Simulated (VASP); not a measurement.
# SrO (P4/nmm) in VASP: settings compared

SrO is run at these levels: PBE, PBE+D3(BJ); tasks: relaxation of shape and atoms at fixed volume, single point.

All numbers are computed with VASP 6.6.1; they aren't measurements. Logs are shortened: lines on timing, memory, paths and dates and some standing lists are left out, and cuts for length are marked.

### Step 1. The cell of the first run

Symmetry: P4/nmm, No. 129, tetragonal system. Conventional cell: a = 4.578 Å, b = 4.578 Å, c = 3.800 Å, α = 90.00°, β = 90.00°, γ = 90.00°. Within 3.3 Å of Sr (site symmetry 4mm) lie 4 O at 2.47 Å. Within 3.3 Å of O (site symmetry -4m2) lie 4 Sr at 2.47 Å and 4 O at 3.24 Å.

### Step 2. Relaxation of shape and atoms at fixed volume, PBE (19.91 Å³/atom)

Input file INCAR:

```
SYSTEM = SrO
  PREC = Accurate
  ENCUT = 600
  EDIFF = 1E-6
  ISMEAR = 0
  SIGMA = 0.05
  LREAL = .FALSE.
  LASPH = .TRUE.
  NELM = 80
  ALGO = Normal
  ISIF = 4
  LWAVE = .FALSE.
  LCHARG = .FALSE.
  GGA = PE
  IBRION = 2
  NSW = 60
  EDIFFG = -0.01
```

Input file KPOINTS:

```
Automatic mesh
0
G
  8 8 10
  0 0 0
```

Input file POSCAR:

```
SrO
1.0
    4.5779317933      0.0000000000      0.0000000000
    0.0000000000      4.5779317933      0.0000000000
    0.0000000000      0.0000000000      3.7996206797
Sr O
2 2
Direct
    0.5000000000      0.0000000000      0.2452438131
    0.0000000000      0.5000000000      0.7547561869
    0.0000000000      0.0000000000      0.0000000000
    0.5000000000      0.5000000000      0.0000000000
```

Potentials or basis: VASP PAW PBE potentials, release 64 (Sr_sv, O).

On the command line:

```bash
> cat potpaw_PBE.64/Sr_sv/POTCAR potpaw_PBE.64/O/POTCAR > POTCAR
> mpirun -np 1 vasp_std > vasp.out
```

OUTCAR:

```text
SYSTEM = SrO
   PREC = Accurate
   ENCUT = 600
   EDIFF = 1E-6
   ISMEAR = 0
   LREAL = .FALSE.
   LASPH = .TRUE.
   NELM = 80
   ISIF = 4
   GGA = PE
   IBRION = 2
   NSW = 60
   EDIFFG = -0.01

 ion  position               nearest neighbor table
   1  0.500  0.000  0.245-   3 2.47   4 2.47   4 2.47   3 2.47   2 3.74   2 3.74   2 3.74   2 3.74
                             2 3.77   2 3.77   2 3.77   2 3.77
   2  0.000  0.500  0.755-   3 2.47   4 2.47   3 2.47   4 2.47   1 3.74   1 3.74   1 3.74   1 3.74
                             1 3.77   1 3.77   1 3.77   1 3.77
   3  0.000  0.000  0.000-   1 2.47   2 2.47   2 2.47   1 2.47
   4  0.500  0.500  0.000-   1 2.47   2 2.47   1 2.47   2 2.47

  LATTYP: Found a simple tetragonal cell.
 ALAT       =     4.5779317933
 C/A-ratio  =     0.8299863019

  Lattice vectors:

 A1 = (   4.5779317933,   0.0000000000,   0.0000000000)
 A2 = (   0.0000000000,   4.5779317933,   0.0000000000)
 A3 = (   0.0000000000,   0.0000000000,   3.7996206797)

Analysis of symmetry for initial positions (statically):
=====================================================================
 Subroutine PRICEL returns:
 Original cell was already a primitive cell.

 Routine SETGRP: Setting up the symmetry group for a
 simple tetragonal supercell.

 Subroutine GETGRP returns: Found 16 space group operations
 (whereof  8 operations were pure point group operations)
 out of a pool of 16 trial point group operations.

The static configuration has the point symmetry D_2d.
 The point group associated with its full space group is D_4h.

Analysis of symmetry for dynamics (positions and initial velocities):
=====================================================================
 Subroutine PRICEL returns:
 Original cell was already a primitive cell.

 Routine SETGRP: Setting up the symmetry group for a
 simple tetragonal supercell.

 Subroutine GETGRP returns: Found 16 space group operations
 (whereof  8 operations were pure point group operations)
 out of a pool of 16 trial point group operations.

The dynamic configuration has the point symmetry D_2d.
 The point group associated with its full space group is D_4h.

 Subroutine INISYM returns: Found 16 space group operations
 (whereof  8 operations are pure point group operations),
 and found     1 'primitive' translations

[... 99 lines left out ...]
   LREAL  =      F    real-space projection
   EDIFFG = -.1E-01   stopping-criterion for IOM
   NSW    =     60    number of steps for IOM
   IBRION =      2    ionic relax: 0-MD 1-quasi-New 2-CG
   NFREE  =      1    steps in history (QN), initial steepest desc. (CG)
   ISIF   =      4    stress and relaxation
   ISYM   =      2    0-nonsym 1-usesym 2-fastsym
   POTIM  = 0.5000    time-step for ionic-motion
   TEBEG  =    0.0;   TEEND  =   0.0 temperature during run
   PSTRESS=    0.0 pullay stress
   NELECT =      32.0000    total number of electrons
   NUPDOWN=      -1.0000    fix difference up-down
   EMIN   =  10.00;   EMAX   =-10.00  energy-range for DOS
   EFERMI =   0.00;   METHOD = LEGACY
   ISMEAR =     0;   SIGMA  =   0.05  broadening in eV -4-tet -1-fermi 0-gaus
   EFERMI_NEDOS =   21; number of points for ismear=-14 and -15
   IALGO  =     38    algorithm
   IMIX   =      4    mixing-type and parameters
     AMIX     =   0.40;   BMIX     =  1.00
     AMIX_MAG =   1.60;   BMIX_MAG =  1.00
  volume/ion in A,a.u.               =      19.91       134.34
  Fermi-wavevector in a.u.,A,eV,Ry     =   1.208088  2.282955 19.857381  1.459476
  Thomas-Fermi vector in A             =   2.343706
   LORBIT       =      0    0 simple, 1 ext, 2 COOP (PROOUT), +10 PAW based schemes
   GGA     = PE    functional components
   LHFCALC =     F    Hartree Fock is set to
   AEXX    =    0.0000 exact exchange contribution
   IVDW    =     0    specifies the selected vdW correction
   LEPSILON=     F    determine dielectric tensor
   LRPA    =     F    only Hartree local field effects (RPA)
 conjugate gradient relaxation of ions
 non-spin polarized calculation
 Gauss-broadening in eV      SIGMA  =   0.05
  energy-cutoff  :      600.00
  volume of cell :       79.63
 maximum number of plane-waves:      2694
 NGX is ok and might be reduce to    40
   NGX = 19   NGY = 19   NGZ = 15

--------------------------------------- Ionic step        1  -------------------------------------------

 number of electron      31.9999999 magnetization

 Free energy of the ion-electron system (eV)
  ---------------------------------------------------
  ext. energy  EPLUGINS =         0.00000000
  ---------------------------------------------------
  free energy    TOTEN  =       -22.96864941 eV

  energy without entropy =      -22.96864941  energy(sigma->0) =      -22.96864941

------------------------ aborting loop because EDIFF is reached ----------------------------------------

  FORCE on cell =-STRESS in cart. coord.  units (eV):
  Direction    XX          YY          ZZ          XY          YZ          ZX
  --------------------------------------------------------------------------------------
  -------------------------------------------------------------------------------------
  Total       -1.3082009     -1.3082009     -0.9148710      0.0000000      0.0000000      0.0000000
  in kB      -26.3212273    -26.3212273    -18.4073623      0.0000000      0.0000000      0.0000000
  external PRESSURE =     -23.6832723 kB  Pullay stress =       0.0000000 kB
[... 177 lines left out ...]
--------------------------------------- Ionic step        6  -------------------------------------------

 number of electron      31.9999999 magnetization

 Free energy of the ion-electron system (eV)
  ---------------------------------------------------
  ext. energy  EPLUGINS =         0.00000000
  ---------------------------------------------------
  free energy    TOTEN  =       -22.97333574 eV

  energy without entropy =      -22.97333574  energy(sigma->0) =      -22.97333574

 E-fermi :   1.5463     XC(G=0):  -9.2046

 val. band max:        1.2762461680   @ k =   0.2500   0.2500   0.0000
 cond. band min:       3.1860895850   @ k =   0.0000   0.0000   0.0000
 fundamental gap:      1.9098434170
 Fermi energy:         1.5462923645

 k-point     1 :       0.0000    0.0000    0.0000
  band No.  band energies     occupation
      1     -31.7522      2.00000
      2     -31.6270      2.00000
      3     -14.8175      2.00000
      4     -14.0042      2.00000
      5     -14.0042      2.00000
      6     -13.8466      2.00000
[... 541 lines left out ...]
     19       6.7295      0.00000
     20       6.7295      0.00000

 [... further k-points ...]
[... 5 lines left out ...]
  --------------------------------------------------------------------------------------
  -------------------------------------------------------------------------------------
  Total       -0.6742873     -0.6742873     -0.6790253      0.0000000     -0.0000000      0.0000000
  in kB      -13.5667761    -13.5667761    -13.6621055      0.0000000     -0.0000000      0.0000000
  external PRESSURE =     -13.5985526 kB  Pullay stress =       0.0000000 kB
[... 19 lines left out ...]
  FREE ENERGIE OF THE ION-ELECTRON SYSTEM (eV)
  ---------------------------------------------------
  free  energy   TOTEN  =       -22.9733357441 eV

  energy  without entropy=      -22.9733357441  energy(sigma->0) =      -22.97333574

 reached required accuracy - stopping structural energy minimisation
```

OSZICAR:

```text
N       E                     dE             d eps       ncg     rms          rms(c)
DAV:   1     0.205891732817E+03    0.20589E+03   -0.17473E+04  3600   0.166E+03
DAV:   2    -0.163264716109E+02   -0.22222E+03   -0.21373E+03  5360   0.336E+02
[... 42 lines left out ...]
   5 F= -.22973267E+02 E0= -.22973267E+02  d E =-.351669E-03
       N       E                     dE             d eps       ncg     rms          rms(c)
DAV:   1    -0.229733712205E+02   -0.10460E-03   -0.38686E-02  3600   0.140E+00    0.951E-02
DAV:   2    -0.229733657264E+02    0.54941E-05   -0.90224E-04  4336   0.224E-01    0.505E-02
DAV:   3    -0.229733405238E+02    0.25203E-04   -0.61775E-05  5248   0.515E-02    0.283E-02
DAV:   4    -0.229733357392E+02    0.47846E-05   -0.10764E-05  4184   0.269E-02    0.529E-03
DAV:   5    -0.229733357441E+02   -0.49026E-08   -0.85686E-07  2048   0.783E-03
   6 F= -.22973336E+02 E0= -.22973336E+02  d E =-.420810E-03
```

It took 4.5 min on 1 thread of Oxide Virtual Turin-like, shared host; peak memory 0.29 GiB.

Results:

```
Free energy               : -22.9733 eV
Energy gained by relaxing : 1.2 meV/atom
Ionic steps               : 6
Pressure after relaxing   : -1.4 GPa
Band gap on the k mesh    : 1.91 eV (least direct gap 1.99 eV)
```

The path:
| step | energy change (eV) | largest force (eV/Å) | pressure (GPa) | volume (Å³) |
| --- | --- | --- | --- | --- |
| 1 | 0.0000 | 0.1253 | -2.37 | 79.63 |
| 2 | -0.0023 | 0.0991 | -2.12 | 79.63 |
| 3 | -0.0039 | 0.0153 | -1.18 | 79.63 |
| 4 | -0.0043 | 0.0399 | -1.48 | 79.63 |
| 5 | -0.0046 | 0.0159 | -1.40 | 79.63 |
| 6 | -0.0047 | 0.0006 | -1.36 | 79.63 |

Final structure:
```
Sr O
1.0
     4.56021    0.00000    0.00000
     0.00000    4.56021    0.00000
     0.00000    0.00000    3.82921
Sr O
2 2
Direct
  0.50000 0.00000 0.23860
  0.00000 0.50000 0.76140
  0.00000 0.00000 0.00000
  0.50000 0.50000 0.00000
```

Levels at points of the mesh, in eV from the valence-band top:
```tsv
k point	band 14	band 15	band 16	band 17	band 18	band 19
(0.00, 0.00, 0.00)	-0.59	-0.08	-0.08	1.91	4.58	4.88
(0.50, 0.00, 0.00)	-0.71	-0.58	-0.58	3.32	3.32	5.79
(0.50, 0.50, 0.00)	-0.71	-0.25	-0.25	3.77	3.77	4.65
(0.00, 0.00, 0.50)	-1.22	-0.33	-0.33	5.83	5.83	5.93
(0.50, 0.00, 0.50)	-1.03	-0.98	-0.98	5.13	5.13	5.80
(0.50, 0.50, 0.50)	-1.00	-0.61	-0.61	5.00	5.00	5.03
```

A k mesh can miss the band edges.

### Step 3. Single point, PBE+D3(BJ)

This run uses another cell than the first one, of 18.10 Å³/atom.

Input file INCAR:

```
PREC = Accurate
ENCUT = 520
EDIFF = 1E-7
ISMEAR = 0
SIGMA = 0.05
LREAL = False
LASPH = True
NELM = 80
ALGO = Normal
ISIF = 2
LWAVE = False
LCHARG = True
GGA = PE
IVDW = 12
LELF = True
LVHAR = True
ISYM = 0
NBANDS = 24
```

Input file KPOINTS:

```
Automatic mesh
0
Gamma
  8 8 10
```

Input file POSCAR:

```
SrO
1.0
    4.4863742577      0.0000000000      0.0000000000
    0.0000000000      4.4863742577      0.0000000000
    0.0000000000      0.0000000000      3.5966252849
Sr O
2 2
Direct
    0.5000000000      0.0000000000      0.2703680608
    0.0000000000      0.5000000000      0.7296319392
    0.0000000000      0.0000000000      0.0000000000
    0.5000000000      0.5000000000      0.0000000000
```

Potentials or basis: VASP PAW PBE potentials, release 64 (Sr_sv, O).

On the command line:

```bash
> cat potpaw_PBE.64/Sr_sv/POTCAR potpaw_PBE.64/O/POTCAR > POTCAR
> mpirun -np 1 vasp_std > vasp.out
```

It took 5.5 min on 1 thread of Oxide Virtual Turin-like, shared host; peak memory 0.52 GiB.

Results (log left out):

```yaml
Free_energy: -23.9216 eV
Pressure: -1.4 GPa
Largest_force: 0.073 eV/Å
Band_gap_on_the_k_mesh: 2.52 eV (least direct gap 2.59 eV)
Dispersion_energy_per_atom: -0.231 eV
```

Forces in eV/Å, atoms in the order of the input:
```
Sr   0.000  0.000  0.073
Sr   0.000  0.000 -0.073
O    0.000  0.000  0.000
O    0.000  0.000  0.000
```

Stress tensor (GPa, compression positive):
```
-1.28  0.00  0.00
 0.00 -1.28  0.00
 0.00  0.00 -1.74
```

Levels at points of the mesh, in eV from the valence-band top:
| k point | band 14 | band 15 | band 16 | band 17 | band 18 | band 19 |
| --- | --- | --- | --- | --- | --- | --- |
| (0.00, 0.00, 0.00) | -0.53 | -0.07 | -0.07 | 2.52 | 4.60 | 4.62 |
| (0.50, 0.00, 0.00) | -0.74 | -0.56 | -0.56 | 3.85 | 3.85 | 5.70 |
| (0.00, 0.50, 0.00) | -0.74 | -0.56 | -0.56 | 3.85 | 3.85 | 5.70 |
| (0.50, 0.50, 0.00) | -0.71 | -0.24 | -0.24 | 4.12 | 4.12 | 5.23 |
| (0.00, 0.00, 0.50) | -1.49 | -0.42 | -0.42 | 6.31 | 6.31 | 6.62 |
| (0.50, 0.00, 0.50) | -1.24 | -0.95 | -0.95 | 5.53 | 5.53 | 5.91 |
| (0.00, 0.50, 0.50) | -1.24 | -0.95 | -0.95 | 5.53 | 5.53 | 5.91 |
| (0.50, 0.50, 0.50) | -1.06 | -0.54 | -0.54 | 5.22 | 5.22 | 5.37 |

Caveat: three body term missing. A k mesh can miss the band edges.
